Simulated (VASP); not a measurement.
Here is a VASP 6.6.1 calculation.

INCAR

```
SYSTEM = CaO
  PREC = Accurate
  ENCUT = 600
  EDIFF = 1E-7
  ISMEAR = 0
  SIGMA = 0.01
  LREAL = .FALSE.
  LASPH = .TRUE.
  NELM = 120
  ALGO = Normal
  ISIF = 8
  LWAVE = .FALSE.
  LCHARG = .FALSE.
  GGA = PS
  IBRION = 2
  NSW = 80
  EDIFFG = -0.05
  GGA_COMPAT = .FALSE.
  NELMIN = 4
```

KPOINTS

```
Automatic mesh
0
G
  6 6 6
  0 0 0
```

The input POSCAR:

```
CaO
1.0
    0.0000000000      2.4065000000      2.4065000000
    2.4065000000      0.0000000000      2.4065000000
    2.4065000000      2.4065000000      0.0000000000
Ca O
1 1
Direct
    0.0000000000      0.0000000000      0.0000000000
    0.5000000000      0.5000000000      0.5000000000
```

Potentials or basis: VASP PAW PBE potentials, release 64 (Ca_sv, O).

Launch:

```console
$ cat potpaw_PBE.64/Ca_sv/POTCAR potpaw_PBE.64/O/POTCAR > POTCAR
$ mpirun -np 1 vasp_std > vasp.out
```

Estimate the relaxed volume.

13.61 Å³/atom.

Predict the relaxed cell.

a = 3.376 Å, b = 3.376 Å, c = 3.376 Å, α = 60.00°, β = 60.00°, γ = 60.00°.

The path:
```tsv
step	energy change (eV)	largest force (eV/Å)	pressure (GPa)	volume (Å³)
1	0.0000	0.0000	-2.62	27.87
2	-0.0047	0.0000	1.08	26.96
3	-0.0055	0.0000	0.00	27.21
```

Caveat: the PAW data sets were made with another functional, which shifts forces and pressure a little.
